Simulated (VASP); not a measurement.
# Ge3Pd (Pm-3m) in VASP: further runs

The runs below take Ge3Pd through single point, relaxation of cell and atoms, with PBE.

All numbers are computed with VASP 6.6.1; they aren't measurements. Logs are shortened: lines on timing, memory, paths and dates and some standing lists are left out, and cuts for length are marked.

## 1. The cell of the first run

It takes space group Pm-3m (No. 221, cubic). Conventional cell: a = 4.146 Å, b = 4.146 Å, c = 4.146 Å, α = 90.00°, β = 90.00°, γ = 90.00°. Ge (site symmetry 4/mmm) has 8 Ge at 2.93 Å and 4 Pd at 2.93 Å within 3.9 Å. Within 3.9 Å of Pd (site symmetry m-3m) lie 12 Ge at 2.93 Å.

## 2. Single point, PBE

The input, INCAR:

```
SYSTEM = Ge3Pd
  ALGO = Normal
  EDIFF = 1E-7
  ENCUT = 520
  GGA = PE
  ISIF = 2
  ISMEAR = 0
  LASPH = .True.
  LCHARG = .False.
  LREAL = .False.
  LWAVE = .False.
  NBANDS = 34
  NELM = 80
  PREC = Accurate
  SIGMA = 0.1
```

The input, KPOINTS:

```
k-points
0
Gamma
  12 12 12
  0 0 0
```

The input, POSCAR:

```
Ge3Pd
1.0
    4.1458708289      0.0000000000      0.0000000000
    0.0000000000      4.1458708289      0.0000000000
    0.0000000000      0.0000000000      4.1458708289
Ge Pd
3 1
Direct
    0.0000000000      0.5000000000      0.5000000000
    0.5000000000      0.0000000000      0.5000000000
    0.5000000000      0.5000000000      0.0000000000
    0.0000000000      0.0000000000      0.0000000000
```

Potentials or basis: VASP PAW PBE potentials, release 64 (Ge_d, Pd).

Started as:

```console
> cat potpaw_PBE.64/Ge_d/POTCAR potpaw_PBE.64/Pd/POTCAR > POTCAR
> mpirun -np 1 vasp_std > vasp.out
```

OUTCAR:

```text
SYSTEM = Ge3Pd
   EDIFF = 1E-7
   ENCUT = 520
   GGA = PE
   ISIF = 2
   ISMEAR = 0
   LASPH = .True.
   LREAL = .False.
   NELM = 80
   PREC = Accurate

 ion  position               nearest neighbor table
   1  0.000  0.500  0.500-   4 2.93   4 2.93   4 2.93   4 2.93
   2  0.500  0.000  0.500-   4 2.93   4 2.93   4 2.93   4 2.93
   3  0.500  0.500  0.000-   4 2.93   4 2.93   4 2.93   4 2.93
   4  0.000  0.000  0.000-   1 2.93   2 2.93   3 2.93   1 2.93   2 2.93   1 2.93   3 2.93   1 2.93
                             2 2.93   3 2.93   2 2.93   3 2.93

  LATTYP: Found a simple cubic cell.
 ALAT       =     4.1458708289

  Lattice vectors:

 A1 = (   4.1458708289,   0.0000000000,   0.0000000000)
 A2 = (   0.0000000000,   4.1458708289,   0.0000000000)
 A3 = (   0.0000000000,   0.0000000000,   4.1458708289)

Analysis of symmetry for initial positions (statically):
=====================================================================
 Subroutine PRICEL returns:
 Original cell was already a primitive cell.

 Routine SETGRP: Setting up the symmetry group for a
 simple cubic supercell.

 Subroutine GETGRP returns: Found 48 space group operations
 (whereof 48 operations were pure point group operations)
 out of a pool of 48 trial point group operations.

The static configuration has the point symmetry O_h .

Analysis of symmetry for dynamics (positions and initial velocities):
=====================================================================
 Subroutine PRICEL returns:
 Original cell was already a primitive cell.

 Routine SETGRP: Setting up the symmetry group for a
 simple cubic supercell.

 Subroutine GETGRP returns: Found 48 space group operations
 (whereof 48 operations were pure point group operations)
 out of a pool of 48 trial point group operations.

The dynamic configuration has the point symmetry O_h .

 Subroutine INISYM returns: Found 48 space group operations
 (whereof 48 operations are pure point group operations),
 and found     1 'primitive' translations

----------------------------------------------------------------------------------------

                                     Primitive cell

  volume of cell :      71.2602

  direct lattice vectors                    reciprocal lattice vectors
     4.145870829  0.000000000  0.000000000     0.241203849  0.000000000  0.000000000
     0.000000000  4.145870829  0.000000000     0.000000000  0.241203849  0.000000000
     0.000000000  0.000000000  4.145870829     0.000000000  0.000000000  0.241203849
[... 89 lines left out ...]
   LREAL  =      F    real-space projection
   EDIFFG = 0.1E-05   stopping-criterion for IOM
   NSW    =      0    number of steps for IOM
   IBRION =     -1    ionic relax: 0-MD 1-quasi-New 2-CG
   NFREE  =      0    steps in history (QN), initial steepest desc. (CG)
   ISIF   =      2    stress and relaxation
   ISYM   =      2    0-nonsym 1-usesym 2-fastsym
   POTIM  = 0.5000    time-step for ionic-motion
   TEBEG  =    0.0;   TEEND  =   0.0 temperature during run
   PSTRESS=    0.0 pullay stress
   NELECT =      52.0000    total number of electrons
   NUPDOWN=      -1.0000    fix difference up-down
   EMIN   =  10.00;   EMAX   =-10.00  energy-range for DOS
   EFERMI =   0.00;   METHOD = LEGACY
   ISMEAR =     0;   SIGMA  =   0.10  broadening in eV -4-tet -1-fermi 0-gaus
   EFERMI_NEDOS =   21; number of points for ismear=-14 and -15
   IALGO  =     38    algorithm
   IMIX   =      4    mixing-type and parameters
     AMIX     =   0.40;   BMIX     =  1.00
     AMIX_MAG =   1.60;   BMIX_MAG =  1.00
  volume/ion in A,a.u.               =      17.82       120.22
  Fermi-wavevector in a.u.,A,eV,Ry     =   1.473873  2.785217 29.555974  2.172303
  Thomas-Fermi vector in A             =   2.588713
   LORBIT       =      0    0 simple, 1 ext, 2 COOP (PROOUT), +10 PAW based schemes
   GGA     = PE    functional components
   LHFCALC =     F    Hartree Fock is set to
   AEXX    =    0.0000 exact exchange contribution
   IVDW    =     0    specifies the selected vdW correction
   LEPSILON=     F    determine dielectric tensor
   LRPA    =     F    only Hartree local field effects (RPA)
 non-spin polarized calculation
 Gauss-broadening in eV      SIGMA  =   0.10
  energy-cutoff  :      520.00
  volume of cell :       71.26
 maximum number of plane-waves:      1936
 NGX is ok and might be reduce to    32
   NGX = 15   NGY = 15   NGZ = 15

 number of electron      52.0000063 magnetization

 Free energy of the ion-electron system (eV)
  ---------------------------------------------------
  ext. energy  EPLUGINS =         0.00000000
  ---------------------------------------------------
  free energy    TOTEN  =       -18.47878057 eV

  energy without entropy =      -18.46567008  energy(sigma->0) =      -18.47222533

 E-fermi :   7.5169     XC(G=0): -11.6916

 val. band max:        7.4999845130   @ k =   0.5000   0.1667   0.0000
 cond. band min:       7.5233221423   @ k =   0.5000   0.2500   0.0000
 fundamental gap:      0.0233376293
 Fermi energy:         7.5169112387

 k-point     1 :       0.0000    0.0000    0.0000
  band No.  band energies     occupation
      1     -17.2578      2.00000
      2     -17.2578      2.00000
      3     -17.2578      2.00000
      4     -17.2490      2.00000
      5     -17.1904      2.00000
      6     -17.1904      2.00000
[... 877 lines left out ...]
     33      14.0779      0.00000
     34      14.1648      0.00000

 [... further k-points ...]

------------------------ aborting loop because EDIFF is reached ----------------------------------------

  FORCE on cell =-STRESS in cart. coord.  units (eV):
  Direction    XX          YY          ZZ          XY          YZ          ZX
  --------------------------------------------------------------------------------------
  -------------------------------------------------------------------------------------
  Total        0.0144739      0.0144739      0.0144739     -0.0000000      0.0000000     -0.0000000
  in kB        0.3254244      0.3254244      0.3254244     -0.0000000      0.0000000     -0.0000000
  external PRESSURE =       0.3254244 kB  Pullay stress =       0.0000000 kB

 VOLUME and BASIS-vectors are now :
 -----------------------------------------------------------------------------
  energy-cutoff  :      520.00
  volume of cell :       71.26
      direct lattice vectors                 reciprocal lattice vectors
     4.145870829  0.000000000  0.000000000     0.241203849  0.000000000  0.000000000
     0.000000000  4.145870829  0.000000000     0.000000000  0.241203849  0.000000000
     0.000000000  0.000000000  4.145870829     0.000000000  0.000000000  0.241203849

 POSITION                                       TOTAL-FORCE (eV/Angst)
 -----------------------------------------------------------------------------------
      0.00000      2.07294      2.07294         0.000000      0.000000      0.000000
      2.07294      0.00000      2.07294         0.000000      0.000000      0.000000
      2.07294      2.07294      0.00000         0.000000      0.000000      0.000000
      0.00000      0.00000      0.00000         0.000000      0.000000      0.000000
 -----------------------------------------------------------------------------------
    total drift:                                0.000000     -0.000000     -0.000000

  FREE ENERGIE OF THE ION-ELECTRON SYSTEM (eV)
  ---------------------------------------------------
  free  energy   TOTEN  =       -18.4787805735 eV

  energy  without entropy=      -18.4656700793  energy(sigma->0) =      -18.47222533
```

stdout:

```text
POSCAR found type information on POSCAR GePd
 POSCAR found :  2 types and       4 ions
 scaLAPACK will be used
 LDA part: xc-table for (Slater+PW92), standard interpolation
 POSCAR, INCAR and KPOINTS ok, starting setup
 FFT: planning ... GRIDC
 FFT: planning ... GRID_SOFT
 FFT: planning ... GRID
 WAVECAR not read
 entering main loop
```

Wall time 87 s (1 thread of Intel Xeon Platinum 8488C (Sapphire Rapids), shared host); peak memory 0.29 GiB.

What came out:

| Item | Value |
| --- | --- |
| Free energy | -18.4788 eV |
| Pressure | 0.0 GPa |
| Band gap on the k mesh | zero (band 26 reaches 8.05 eV, above the bottom of band 27 at 5.93 eV) |

Levels at points of the mesh, in eV from the Fermi level:
```csv
k point,band 22,band 23,band 24,band 25,band 26,band 27,band 28,band 29,band 30,band 31
"(0.00, 0.00, 0.00)",-2.65,-2.65,-2.65,-1.58,-1.58,0.86,2.99,2.99,2.99,5.60
"(0.50, 0.00, 0.00)",-2.61,-2.39,-0.29,-0.29,-0.04,-0.04,0.35,0.83,2.69,5.85
"(0.50, 0.50, 0.00)",-2.37,-2.09,-2.07,-0.17,0.08,0.97,0.97,2.43,2.43,5.15
"(0.50, 0.50, 0.50)",-4.33,-2.29,-2.29,-1.59,-1.59,-1.59,-0.28,7.42,7.42,7.54
```

## 3. Relaxation of cell and atoms, PBE

This run uses another cell than the first one, of 17.77 Å³/atom, 0.997 times its volume.

The input, INCAR:

```
SYSTEM = Ge3Pd
PREC = Accurate
ENCUT = 600
EDIFF = 1E-6
ISMEAR = 0
SIGMA = 0.1
LREAL = .FALSE.
LASPH = .TRUE.
NELM = 80
ALGO = Normal
ISIF = 3
LWAVE = .FALSE.
LCHARG = .FALSE.
GGA = PE
IBRION = 2
NSW = 100
EDIFFG = -0.01
```

The input, KPOINTS:

```
regular mesh
0
G
  12 12 12
  0 0 0
```

The input, POSCAR:

```
Ge3Pd
1.0
    4.1420931547      0.0000000000      0.0000000000
    0.0000000000      4.1420931547      0.0000000000
    0.0000000000      0.0000000000      4.1420931547
Ge Pd
3 1
Direct
    0.0000000000      0.5000000000      0.5000000000
    0.5000000000      0.0000000000      0.5000000000
    0.5000000000      0.5000000000      0.0000000000
    0.0000000000      0.0000000000      0.0000000000
```

Potentials or basis: VASP PAW PBE potentials, release 64 (Ge_d, Pd).

Started as:

```console
> cat potpaw_PBE.64/Ge_d/POTCAR potpaw_PBE.64/Pd/POTCAR > POTCAR
> mpirun -np 1 vasp_std > vasp.out
```

Wall time 4 min (1 thread of Intel Xeon Platinum 8488C (Sapphire Rapids), shared host); peak memory 0.35 GiB.

Results (log left out):

| Property | Result |
| --- | --- |
| Free energy | -18.4787 eV |
| Relaxed volume | 17.82 Å³/atom |
| Relaxed cell | a = 4.146 Å, b = 4.146 Å, c = 4.146 Å, α = 90.00°, β = 90.00°, γ = 90.00° |
| Space group after relaxing (to 0.05 Å) | Pm-3m (No. 221) |
| Energy gained by relaxing | 0.1 meV/atom |
| Ionic steps | 3 |
| Pressure after relaxing | 0.1 GPa |
| Band gap on the k mesh | zero (band 26 reaches 8.05 eV, above the bottom of band 27 at 5.93 eV) |

The path:
| step | energy change (eV) | largest force (eV/Å) | pressure (GPa) | volume (Å³) |
| --- | --- | --- | --- | --- |
| 1 | 0.0000 | 0.0000 | 0.46 | 71.07 |
| 2 | 0.0001 | 0.0000 | -0.33 | 71.59 |
| 3 | -0.0002 | 0.0000 | 0.06 | 71.29 |

Final structure:
```
Ge Pd
1.0
     4.14635    0.00000    0.00000
     0.00000    4.14635    0.00000
     0.00000    0.00000    4.14635
Ge Pd
3 1
Direct
  0.00000 0.50000 0.50000
  0.50000 0.00000 0.50000
  0.50000 0.50000 0.00000
  0.00000 0.00000 0.00000
```

Levels at points of the mesh, in eV from the Fermi level:
```csv
k point,band 22,band 23,band 24,band 25,band 26,band 27,band 28,band 29,band 30,band 31
"(0.00, 0.00, 0.00)",-2.64,-2.64,-2.64,-1.58,-1.58,0.86,2.99,2.99,2.99,5.60
"(0.50, 0.00, 0.00)",-2.61,-2.38,-0.29,-0.29,-0.04,-0.04,0.34,0.83,2.69,5.85
"(0.50, 0.50, 0.00)",-2.37,-2.09,-2.07,-0.17,0.08,0.97,0.97,2.43,2.43,5.15
"(0.50, 0.50, 0.50)",-4.33,-2.29,-2.29,-1.59,-1.59,-1.59,-0.28,7.42,7.42,7.53
```
